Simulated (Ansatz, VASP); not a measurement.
LiH: VASP beside Ansatz

File POSCAR:

```
LiH
1.0
    2.5469387345      0.0000000000      0.0000000000
    0.0000000000      2.5469387345      0.0000000000
    0.0000000000      0.0000000000      2.5208252878
Li H
1 1
Direct
    0.0000000000      0.0000000000      0.0000000000
    0.5000000000      0.5000000000      0.5000000000
```

File INCAR.step1:

```
SYSTEM = LiH
ALGO     = Normal         ! electronic algorithm
EDIFF    = 1E-4           ! SCF threshold, eV
ENCUT    = 520            ! plane-wave cutoff, eV
GGA      = PE             ! functional
ISMEAR   = 0              ! smearing method
LASPH    = .True.         ! aspherical terms in the spheres
LCHARG   = .False.        ! write CHGCAR
LREAL    = .False.        ! projectors in reciprocal space
LWAVE    = .True.         ! write WAVECAR
NBANDS   = 9              ! bands
NELM     = 60             ! most SCF steps
PREC     = Accurate       ! precision mode
SIGMA    = 0.01           ! smearing width, eV
```

The input INCAR.step2:

```
SYSTEM = LiH
ALGO     = Normal         ! electronic algorithm
EDIFF    = 1E-6           ! SCF threshold, eV
ENCUT    = 520            ! plane-wave cutoff, eV
ISIF     = 2              ! what is computed and relaxed
ISMEAR   = 0              ! smearing method
ISTART   = 1            
LASPH    = .True.         ! aspherical terms in the spheres
LCHARG   = .True.         ! write CHGCAR
LELF     = .True.         ! ELF
LMIXTAU  = .True.       
LREAL    = .False.        ! projectors in reciprocal space
LVHAR    = .True.       
LWAVE    = .False.        ! write WAVECAR
METAGGA  = R2SCAN         ! meta-GGA
NBANDS   = 9              ! bands
NELM     = 60             ! most SCF steps
PREC     = Accurate       ! precision mode
SIGMA    = 0.01           ! smearing width, eV
```

Contents of KPOINTS:

```
k-points
0
Gamma
  10 10 10
  0 0 0
```

Input for Ansatz:

```yaml
crystal:
  lattice:
    - [2.5469387345, 0.0, 0.0]
    - [0.0, 2.5469387345, 0.0]
    - [0.0, 0.0, 2.5208252878]
  atoms:
    - { symbol: Li, position: [0.0, 0.0, 0.0] }
    - { symbol: H, position: [0.5, 0.5, 0.5] }
kpoints:
  mp_grid: { grid: [10, 10, 10] }
  band_path:
    path: [[0.0, 0.0, 0.0], [0.0, 0.5, 0.0], [0.5, 0.5, 0.0], [0.5, 0.5, 0.5]]
    npoints: 1
hamiltonian:
  xc: r2scan
scf:
  occupations: { method: fixed }
  n_extra_bands: 4
output:
  forces: true
  stress: true
  eigenvalues: true
```

Change from the starting cell: epitaxial_xy strain +1.8%.

Alike in both runs: task single point; functional r2SCAN; k mesh 10 × 10 × 10; no spin polarisation.

|  | VASP | Ansatz |
| --- | --- | --- |
| version | VASP 6.6.1 | Ansatz 0.2.0 |
| potentials or method | VASP PAW PBE potentials, release 64 (Li_sv, H) | plane waves, PAW |
| plane-wave cutoff (eV) | 520 | 500 |
| occupations | gaussian, width 0.01 eV | fixed |
| valence electrons in the cell | 4 | 4 |

|  | VASP | Ansatz | Ansatz less VASP |
| --- | --- | --- | --- |
| gap on the k mesh at the Fermi level (eV) | 1.26 | 1.10 | -0.163 |

VASP's potentials were made for PBE, not for r2SCAN.

Noted on VASP's run: the cutoff is short for stress, so the pressure is rough.
